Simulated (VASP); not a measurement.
A run of VASP 6.6.1 is set up as follows.

The input INCAR:

```
SYSTEM = LiF
PREC = Accurate ; ENCUT = 750
EDIFF = 1E-6 ; ISMEAR = 0
SIGMA = 0.01 ; LREAL = .FALSE.
LASPH = .TRUE. ; NELM = 120
ALGO = Normal ; ISIF = 2
LWAVE = .FALSE. ; LCHARG = .TRUE.
GGA = PE ; LELF = .TRUE.
LVHAR = .TRUE. ; NBANDS = 18
GGA_COMPAT = .FALSE.
```

The input KPOINTS:

```
regular mesh
0
G
  6 6 4
  0 0 0
```

The input POSCAR:

```
LiF
1.0
    3.0287819914      0.0000000000      0.0000000000
   -1.5143909957      2.6230021471      0.0000000000
    0.0000000000      0.0000000000      4.7042198185
Li F
2 2
Direct
    0.3333333333      0.6666666667     -0.0074305302
    0.6666666667      0.3333333333      0.4925694698
    0.3333333333      0.6666666667      0.3824305302
    0.6666666667      0.3333333333      0.8824305302
```

Potentials or basis: VASP PAW PBE potentials, release 64 (Li_sv, F).

Run with:

```sh
$ cat potpaw_PBE.64/Li_sv/POTCAR potpaw_PBE.64/F/POTCAR > POTCAR
$ mpirun -np 1 vasp_std > vasp.out
```

Estimate the pressure.

6.3 GPa.

Estimate the largest force.

0.015 eV/Å.

Stress tensor (GPa, compression positive):
```
6.38 0.00 0.00
0.00 6.38 0.00
0.00 0.00 6.21
```

Caveat: the cell stands under pressure.
